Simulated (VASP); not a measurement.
# Zr2BiN2 (P4/mmm) in VASP: a series of runs

Runs on Zr2BiN2. Level: PBE. Tasks: single point.

Program: VASP 6.6.1. These are calculated values, not measurements. Logs are shortened: lines on timing, memory, paths and dates and some standing lists are left out, and cuts for length are marked.

### 1 The cell of the first run

The structure is tetragonal, space group P4/mmm (No. 123). Conventional cell: a = 4.404 Å, b = 4.404 Å, c = 4.527 Å, α = 90.00°, β = 90.00°, γ = 90.00°. Zr (site symmetry mmm) has 4 N at 2.31 Å within 3.1 Å. Within 4.2 Å of Bi (site symmetry 4/mmm) lie 8 Zr at 3.16 Å and 8 N at 3.48 Å. Within 1.9 Å of N (site symmetry 4mm) lie 1 N at 1.42 Å.

### 2 Single point, PBE

File INCAR:

```
SYSTEM = Zr2BiN2
  ALGO = Normal
  EDIFF = 1E-7
  ENCUT = 520
  GGA = PE
  ISIF = 2
  ISMEAR = 0
  LASPH = .True.
  LCHARG = .False.
  LREAL = .False.
  LWAVE = .False.
  NBANDS = 32
  NELM = 80
  PREC = Accurate
  SIGMA = 0.1
```

File KPOINTS:

```
k-points
0
Gamma
  4 4 4
  0 0 0
```

File POSCAR:

```
Zr2BiN2
1.0
    4.4039022782      0.0000000000      0.0000000000
    0.0000000000      4.4039022782      0.0000000000
    0.0000000000      0.0000000000      4.5274626539
Zr Bi N
2 1 2
Direct
    0.5000000000      0.0000000000      0.5000000000
    0.0000000000      0.5000000000      0.5000000000
    0.0000000000      0.0000000000      0.0000000000
    0.5000000000      0.5000000000      0.6569760399
    0.5000000000      0.5000000000      0.3430239601
```

Potentials or basis: VASP PAW PBE potentials, release 64 (Zr_sv, Bi_d, N).

Launch:

```console
> cat potpaw_PBE.64/Zr_sv/POTCAR potpaw_PBE.64/Bi_d/POTCAR potpaw_PBE.64/N/POTCAR > POTCAR
> mpirun -np 1 vasp_std > vasp.out
```

OUTCAR:

```text
SYSTEM = Zr2BiN2
   EDIFF = 1E-7
   ENCUT = 520
   GGA = PE
   ISIF = 2
   ISMEAR = 0
   LASPH = .True.
   LREAL = .False.
   NELM = 80
   PREC = Accurate

 ion  position               nearest neighbor table
   1  0.500  0.000  0.500-   4 2.31   5 2.31   4 2.31   5 2.31   2 3.11   2 3.11   2 3.11   2 3.11
                             3 3.16   3 3.16   3 3.16   3 3.16
   2  0.000  0.500  0.500-   4 2.31   5 2.31   4 2.31   5 2.31   1 3.11   1 3.11   1 3.11   1 3.11
                             3 3.16   3 3.16   3 3.16   3 3.16
   3  0.000  0.000  0.000-   1 3.16   2 3.16   1 3.16   2 3.16   2 3.16   2 3.16   1 3.16   1 3.16

   4  0.500  0.500  0.657-   5 1.42   2 2.31   1 2.31   1 2.31   2 2.31
   5  0.500  0.500  0.343-   4 1.42   2 2.31   1 2.31   1 2.31   2 2.31

  LATTYP: Found a simple tetragonal cell.
 ALAT       =     4.4039022782
 C/A-ratio  =     1.0280570203

  Lattice vectors:

 A1 = (   4.4039022782,   0.0000000000,   0.0000000000)
 A2 = (   0.0000000000,   4.4039022782,   0.0000000000)
 A3 = (   0.0000000000,   0.0000000000,   4.5274626539)

Analysis of symmetry for initial positions (statically):
=====================================================================
 Subroutine PRICEL returns:
 Original cell was already a primitive cell.

 Routine SETGRP: Setting up the symmetry group for a
 simple tetragonal supercell.

 Subroutine GETGRP returns: Found 16 space group operations
 (whereof 16 operations were pure point group operations)
 out of a pool of 16 trial point group operations.

The static configuration has the point symmetry D_4h.

Analysis of symmetry for dynamics (positions and initial velocities):
=====================================================================
 Subroutine PRICEL returns:
 Original cell was already a primitive cell.

 Routine SETGRP: Setting up the symmetry group for a
 simple tetragonal supercell.

 Subroutine GETGRP returns: Found 16 space group operations
 (whereof 16 operations were pure point group operations)
 out of a pool of 16 trial point group operations.

The dynamic configuration has the point symmetry D_4h.

 Subroutine INISYM returns: Found 16 space group operations
 (whereof 16 operations are pure point group operations),
 and found     1 'primitive' translations

----------------------------------------------------------------------------------------

                                     Primitive cell

  volume of cell :      87.8072

  direct lattice vectors                    reciprocal lattice vectors
     4.403902278  0.000000000  0.000000000     0.227071342  0.000000000  0.000000000
     0.000000000  4.403902278  0.000000000     0.000000000  0.227071342  0.000000000
     0.000000000  0.000000000  4.527462654     0.000000000  0.000000000  0.220874268

  length of vectors
     4.403902278  4.403902278  4.527462654     0.227071342  0.227071342  0.220874268

  position of ions in fractional coordinates (direct lattice)
     0.500000000  0.000000000  0.500000000
     0.000000000  0.500000000  0.500000000
     0.000000000  0.000000000  0.000000000
     0.500000000  0.500000000  0.656976040
     0.500000000  0.500000000  0.343023960

  ion indices of the primitive-cell ions
   primitive index   ion index
                 1           1
                 2           2
                 3           3
                 4           4
                 5           5

----------------------------------------------------------------------------------------

 KPOINTS: k-points

Automatic generation of k-mesh.
 Grid dimensions read from file:
 generate k-points for:    4    4    4

 Generating k-lattice:

  Cartesian coordinates                     Fractional coordinates (reciprocal lattice)
     0.056767835  0.000000000  0.000000000     0.250000000  0.000000000  0.000000000
     0.000000000  0.056767835  0.000000000     0.000000000  0.250000000  0.000000000
     0.000000000  0.000000000  0.055218567     0.000000000  0.000000000  0.250000000

  Length of vectors
     0.056767835  0.056767835  0.055218567

  Shift w.r.t. Gamma in fractional coordinates (k-lattice)
     0.000000000  0.000000000  0.000000000

 Subroutine IBZKPT returns following result:
 ===========================================

 Found     18 irreducible k-points:

 Following reciprocal coordinates:
            Coordinates               Weight
  0.000000  0.000000  0.000000      1.000000
  0.250000  0.000000  0.000000      4.000000
  0.500000  0.000000  0.000000      2.000000
  0.250000  0.250000  0.000000      4.000000
  0.500000  0.250000  0.000000      4.000000
  0.500000  0.500000  0.000000      1.000000
[... 10 lines left out ...]
  0.500000  0.250000  0.500000      4.000000
  0.500000  0.500000  0.500000      1.000000
   k-points           NKPTS =     18   k-points in BZ     NKDIM =     18   number of bands    NBANDS=     32
   number of dos      NEDOS =    301   number of ions     NIONS =      5
   total plane-waves  NPLWV =  46656
   dimension x,y,z NGX =    36 NGY =   36 NGZ =   36
   dimension x,y,z NGXF=    72 NGYF=   72 NGZF=   72
   ions per type =               2   1   2
   NGX,Y,Z   is equivalent  to a cutoff of  13.59, 13.59, 13.22 a.u.
   NGXF,Y,Z  is equivalent  to a cutoff of  27.18, 27.18, 26.44 a.u.
 SYSTEM =  Zr2BiN2
   PREC   = accura    normal or accurate (medium, high low for compatibility)
   ISTART =      0    job   : 0-new  1-cont  2-samecut
   ICHARG =      2    charge: 1-file 2-atom 10-const
   ISPIN  =      1    spin polarized calculation?
   LNONCOLLINEAR =      F non collinear calculations
   LSORBIT =      F    spin-orbit coupling
   LASPH  =      T    aspherical Exc in radial PAW
   ENCUT  =  520.0 eV  38.22 Ry    6.18 a.u.   8.19  8.19  8.42*2*pi/ulx,y,z
   NELM   =     80;   NELMIN=  2; NELMDL= -5     # of ELM steps
   EDIFF  = 0.1E-06   stopping-criterion for ELM
   LREAL  =      F    real-space projection
   EDIFFG = 0.1E-05   stopping-criterion for IOM
   NSW    =      0    number of steps for IOM
   IBRION =     -1    ionic relax: 0-MD 1-quasi-New 2-CG
   NFREE  =      0    steps in history (QN), initial steepest desc. (CG)
   ISIF   =      2    stress and relaxation
   ISYM   =      2    0-nonsym 1-usesym 2-fastsym
   POTIM  = 0.5000    time-step for ionic-motion
   TEBEG  =    0.0;   TEEND  =   0.0 temperature during run
   PSTRESS=    0.0 pullay stress
   NELECT =      49.0000    total number of electrons
   NUPDOWN=      -1.0000    fix difference up-down
   EMIN   =  10.00;   EMAX   =-10.00  energy-range for DOS
   EFERMI =   0.00;   METHOD = LEGACY
   ISMEAR =     0;   SIGMA  =   0.10  broadening in eV -4-tet -1-fermi 0-gaus
   EFERMI_NEDOS =   21; number of points for ismear=-14 and -15
   IALGO  =     38    algorithm
   IMIX   =      4    mixing-type and parameters
     AMIX     =   0.40;   BMIX     =  1.00
     AMIX_MAG =   1.60;   BMIX_MAG =  1.00
  volume/ion in A,a.u.               =      17.56       118.51
  Fermi-wavevector in a.u.,A,eV,Ry     =   1.347814  2.547000 24.716396  1.816604
  Thomas-Fermi vector in A             =   2.475534
   LORBIT       =      0    0 simple, 1 ext, 2 COOP (PROOUT), +10 PAW based schemes
   GGA     = PE    functional components
   LHFCALC =     F    Hartree Fock is set to
   AEXX    =    0.0000 exact exchange contribution
   IVDW    =     0    specifies the selected vdW correction
   LEPSILON=     F    determine dielectric tensor
   LRPA    =     F    only Hartree local field effects (RPA)
 non-spin polarized calculation
 Gauss-broadening in eV      SIGMA  =   0.10
  energy-cutoff  :      520.00
  volume of cell :       87.81
 maximum number of plane-waves:      2416
 NGX is ok and might be reduce to    36
   NGX = 17   NGY = 17   NGZ = 17

 number of electron      48.9999995 magnetization

 Free energy of the ion-electron system (eV)
  ---------------------------------------------------
  ext. energy  EPLUGINS =         0.00000000
  ---------------------------------------------------
  free energy    TOTEN  =       -39.15922252 eV

  energy without entropy =      -39.15176179  energy(sigma->0) =      -39.15549215

 E-fermi :   8.4741     XC(G=0): -11.0476

 val. band max:        8.4157365852   @ k =   0.0000   0.0000   0.2500
 cond. band min:       8.5985675214   @ k =   0.5000   0.2500   0.2500
 fundamental gap:      0.1828309361
 Fermi energy:         8.4741063246

 k-point     1 :       0.0000    0.0000    0.0000
  band No.  band energies     occupation
      1     -40.6841      2.00000
      2     -40.5412      2.00000
      3     -19.0383      2.00000
      4     -19.0383      2.00000
      5     -18.8145      2.00000
      6     -18.6311      2.00000
[... 24 lines left out ...]
     31      12.0439      0.00000
     32      13.7742      0.00000

 k-point     2 :       0.2500    0.0000    0.0000
  band No.  band energies     occupation
      1     -40.6627      2.00000
      2     -40.5617      2.00000
      3     -19.0179      2.00000
      4     -18.9511      2.00000
      5     -18.7890      2.00000
      6     -18.6591      2.00000
[... 24 lines left out ...]
     31      12.4345      0.00000
     32      12.7993      0.00000

 k-point     3 :       0.5000    0.0000    0.0000
  band No.  band energies     occupation
      1     -40.6125      2.00000
      2     -40.6111      2.00000
      3     -18.9631      2.00000
      4     -18.7519      2.00000
      5     -18.7482      2.00000
      6     -18.7323      2.00000
[... 24 lines left out ...]
     31      11.3438      0.00000
     32      12.7512      0.00000

 k-point     4 :       0.2500    0.2500    0.0000
  band No.  band energies     occupation
      1     -40.6473      2.00000
      2     -40.5758      2.00000
      3     -19.2355      2.00000
      4     -18.8501      2.00000
      5     -18.7708      2.00000
      6     -18.6898      2.00000
[... 444 lines left out ...]
     31      13.1123      0.00000
     32      13.3315      0.00000

 k-point    17 :       0.5000    0.2500    0.5000
  band No.  band energies     occupation
      1     -40.6110      2.00000
      2     -40.6102      2.00000
      3     -19.3353      2.00000
      4     -18.9918      2.00000
      5     -18.7352      2.00000
      6     -18.7331      2.00000
[... 24 lines left out ...]
     31      11.8733      0.00000
     32      12.4169      0.00000

 k-point    18 :       0.5000    0.5000    0.5000
  band No.  band energies     occupation
      1     -40.6098      2.00000
      2     -40.6098      2.00000
      3     -19.5367      2.00000
      4     -19.0979      2.00000
      5     -18.7300      2.00000
      6     -18.7300      2.00000
[... 24 lines left out ...]
     31      11.2539      0.00000
     32      11.4019      0.00000

------------------------ aborting loop because EDIFF is reached ----------------------------------------

  FORCE on cell =-STRESS in cart. coord.  units (eV):
  Direction    XX          YY          ZZ          XY          YZ          ZX
  --------------------------------------------------------------------------------------
  -------------------------------------------------------------------------------------
  Total        0.2303741      0.2303741      0.0774129      0.0000000      0.0000000     -0.0000000
  in kB        4.2035288      4.2035288      1.4125172      0.0000000      0.0000000     -0.0000000
  external PRESSURE =       3.2731916 kB  Pullay stress =       0.0000000 kB

 VOLUME and BASIS-vectors are now :
 -----------------------------------------------------------------------------
  energy-cutoff  :      520.00
  volume of cell :       87.81
      direct lattice vectors                 reciprocal lattice vectors
     4.403902278  0.000000000  0.000000000     0.227071342  0.000000000  0.000000000
     0.000000000  4.403902278  0.000000000     0.000000000  0.227071342  0.000000000
     0.000000000  0.000000000  4.527462654     0.000000000  0.000000000  0.220874268

 POSITION                                       TOTAL-FORCE (eV/Angst)
 -----------------------------------------------------------------------------------
      2.20195      0.00000      2.26373        -0.000000      0.000000      0.000000
      0.00000      2.20195      2.26373        -0.000000      0.000000      0.000000
      0.00000      0.00000      0.00000        -0.000000      0.000000      0.000000
      2.20195      2.20195      2.97443        -0.000000      0.000000      0.170581
      2.20195      2.20195      1.55303         0.000000     -0.000000     -0.170581
 -----------------------------------------------------------------------------------
    total drift:                                0.000000      0.000000      0.000000

  FREE ENERGIE OF THE ION-ELECTRON SYSTEM (eV)
  ---------------------------------------------------
  free  energy   TOTEN  =       -39.1592225215 eV

  energy  without entropy=      -39.1517617864  energy(sigma->0) =      -39.15549215
```

It took 58 s on 1 thread of AMD EPYC 7R13 (Zen 3), shared host; peak memory 0.19 GiB.

Results:

```yaml
Free_energy: -39.1592 eV
Pressure: 0.3 GPa
Largest_force: 0.171 eV/Å
```

Forces in eV/Å, atoms in the order of the input:
```
Zr   0.000  0.000  0.000
Zr   0.000  0.000  0.000
Bi   0.000  0.000  0.000
N    0.000  0.000  0.171
N    0.000  0.000 -0.171
```

Caveat: spin-orbit coupling is left out, which moves the levels of the heavy elements.

### 3 Single point, PBE

This run uses another cell than the first one, of 18.82 Å³/atom, 1.072 times its volume.

File INCAR:

```
SYSTEM = Zr2BiN2
PREC = Accurate
ENCUT = 520
EDIFF = 1E-6
ISMEAR = 0
SIGMA = 0.1
LREAL = .FALSE.
LASPH = .TRUE.
NELM = 60
ALGO = Normal
ISIF = 2
LWAVE = .FALSE.
LCHARG = .FALSE.
GGA = PE
NBANDS = 32
```

File KPOINTS:

```
regular mesh
0
G
  4 4 4
  0 0 0
```

File POSCAR:

```
Zr2BiN2
1.0
    4.0926809700      0.0000000000      0.0000000000
    0.0000000000      4.0926809700      0.0000000000
    0.0000000000      0.0000000000      5.6193558300
Zr Bi N
2 1 2
Direct
    0.5000000000      0.0000000000      0.5000000000
    0.0000000000      0.5000000000      0.5000000000
    0.0000000000      0.0000000000      0.0000000000
    0.5000000000      0.5000000000      0.8027901100
    0.5000000000      0.5000000000      0.1972098900
```

Potentials or basis: VASP PAW PBE potentials, release 64 (Zr_sv, Bi_d, N).

Launch:

```console
> cat potpaw_PBE.64/Zr_sv/POTCAR potpaw_PBE.64/Bi_d/POTCAR potpaw_PBE.64/N/POTCAR > POTCAR
> mpirun -np 1 vasp_std > vasp.out
```

It took 41 s on 1 thread of AMD EPYC 7R13 (Zen 3), shared host; peak memory 0.18 GiB.

It converged, with:

```
Free energy   : -34.6279 eV
Pressure      : -14.4 GPa
Largest force : 3.059 eV/Å
```

Forces in eV/Å, atoms in the order of the input:
```
Zr   0.000  0.000  0.000
Zr   0.000  0.000  0.000
Bi   0.000  0.000  0.000
N    0.000  0.000 -3.059
N    0.000  0.000  3.059
```

Stress tensor (GPa, compression positive):
```
-11.83   0.00   0.00
  0.00 -11.83   0.00
  0.00   0.00 -19.41
```

Levels at points of the mesh, in eV from the Fermi level:
| k point | band 23 | band 24 | band 25 | band 26 | band 27 | band 28 |
| --- | --- | --- | --- | --- | --- | --- |
| (0.00, 0.00, 0.00) | -1.63 | -1.51 | 0.70 | 1.17 | 1.68 | 2.13 |
| (0.50, 0.00, 0.00) | -0.77 | 0.25 | 0.28 | 0.47 | 1.24 | 1.72 |
| (0.50, 0.50, 0.00) | -0.96 | -0.96 | -0.41 | 1.27 | 1.27 | 2.56 |
| (0.00, 0.00, 0.50) | -1.15 | -1.15 | -0.30 | 1.52 | 1.52 | 2.32 |
| (0.50, 0.00, 0.50) | -1.24 | -0.76 | -0.29 | 1.00 | 1.14 | 1.54 |
| (0.50, 0.50, 0.50) | -0.40 | -0.40 | -0.37 | 0.03 | 2.13 | 2.13 |

Caveat: the k points lie up to 0.38 Å⁻¹ apart; spin-orbit coupling is left out, which moves the levels of the heavy elements; forces of over 1 eV/Å act on the atoms, so gaps and moduli don't describe the material at rest.

### 4 Single point, PBE

File INCAR:

```
SYSTEM = Zr2BiN2
  ALGO = Normal
  EDIFF = 1E-6
  ENCUT = 910
  GGA = PE
  GGA_COMPAT = .False.
  ISIF = 2
  ISMEAR = 0
  LASPH = .True.
  LCHARG = .False.
  LREAL = .False.
  LWAVE = .False.
  NBANDS = 32
  NELM = 120
  PREC = Accurate
  SIGMA = 0.1
```

File KPOINTS:

```
k-points
0
Gamma
  4 4 4
  0 0 0
```

File POSCAR:

```
Zr2BiN2
1.0
    4.4039022782      0.0000000000      0.0000000000
    0.0000000000      4.4039022782      0.0000000000
    0.0000000000      0.0000000000      4.5274626539
Zr Bi N
2 1 2
Direct
    0.5000000000      0.0000000000      0.5000000000
    0.0000000000      0.5000000000      0.5000000000
    0.0000000000      0.0000000000      0.0000000000
    0.5000000000      0.5000000000      0.6569760399
    0.5000000000      0.5000000000      0.3430239601
```

Potentials or basis: VASP PAW PBE potentials, release 64 (Zr_sv, Bi_d, N_h).

Launch:

```console
> cat potpaw_PBE.64/Zr_sv/POTCAR potpaw_PBE.64/Bi_d/POTCAR potpaw_PBE.64/N_h/POTCAR > POTCAR
> mpirun -np 1 vasp_std > vasp.out
```

Wall time 84 s (1 thread of Intel Xeon Platinum 8375C at 2.90GHz (Ice Lake), shared host); peak memory 0.39 GiB.

It converged, with:

| Item | Value |
| --- | --- |
| Free energy | -39.2044 eV |
| Pressure | 0.2 GPa |
| Largest force | 0.063 eV/Å |

Forces in eV/Å, atoms in the order of the input:
```
Zr   0.000  0.000  0.000
Zr   0.000  0.000  0.000
Bi   0.000  0.000  0.000
N    0.000  0.000  0.063
N    0.000  0.000 -0.063
```

Stress tensor (GPa, compression positive):
```
 0.37  0.00  0.00
 0.00  0.37  0.00
 0.00  0.00 -0.14
```

Levels at points of the mesh, in eV from the Fermi level:
| k point | band 20 | band 21 | band 22 | band 23 | band 24 | band 25 | band 26 | band 27 | band 28 | band 29 |
| --- | --- | --- | --- | --- | --- | --- | --- | --- | --- | --- |
| (0.00, 0.00, 0.00) | -2.76 | -2.76 | -1.88 | -1.77 | -0.80 | 0.16 | 0.16 | 0.74 | 1.70 | 1.70 |
| (0.50, 0.00, 0.00) | -2.88 | -2.47 | -2.05 | -1.12 | -0.55 | 0.62 | 0.91 | 1.24 | 1.86 | 2.27 |
| (0.50, 0.50, 0.00) | -3.43 | -3.09 | -3.09 | -0.30 | -0.30 | -0.10 | -0.10 | 2.81 | 2.82 | 3.08 |
| (0.00, 0.00, 0.50) | -3.94 | -3.79 | -3.79 | -1.75 | -0.21 | -0.21 | 1.13 | 2.46 | 3.59 | 4.74 |
| (0.50, 0.00, 0.50) | -3.94 | -2.80 | -1.80 | -1.63 | -0.48 | 0.23 | 1.36 | 1.39 | 2.24 | 2.24 |
| (0.50, 0.50, 0.50) | -2.72 | -2.72 | -2.64 | -0.18 | -0.18 | 1.13 | 1.13 | 1.78 | 1.78 | 1.79 |

Caveat: the cutoff is under 1.25 times the usual one of these potentials, so pressure, stress and relaxed cells hold a basis-set (Pulay) error; spin-orbit coupling is left out, which moves the levels of the heavy elements.

### 5 Overview

| potentials or basis | cell | cutoff (eV) | second run | gap on the mesh (eV) | pressure (GPa) | largest force (eV/Å) |
| --- | --- | --- | --- | --- | --- | --- |
| VASP PAW PBE potentials, release 64 (Zr_sv, Bi_d, N) | a = 4.404, b = 4.404, c = 4.527 Å, 5 atoms | 520 | - | none | 0.3 | 0.17 |
| VASP PAW PBE potentials, release 64 (Zr_sv, Bi_d, N) | a = 4.093, b = 4.093, c = 5.619 Å, 5 atoms | 520 | - | none | -14.4 | 3.06 |
| VASP PAW PBE potentials, release 64 (Zr_sv, Bi_d, N_h) | a = 4.404, b = 4.404, c = 4.527 Å, 5 atoms | 910 | hard_potentials | none | 0.2 | 0.06 |

Alike in all rows: task single point; level PBE; no spin polarisation; k mesh 4 × 4 × 4; smearing gaussian 0.1 eV.

Caveats: some runs use coarse meshes; spin-orbit coupling is left out, which moves the levels of the heavy elements; forces of over 1 eV/Å act on the atoms, so gaps and moduli don't describe the material at rest (some runs); the cutoff is under 1.25 times the usual one of these potentials, so pressure, stress and relaxed cells hold a basis-set (Pulay) error (some runs).

Total energies depend on the potentials used, so only differences within one code and one set of settings carry meaning.
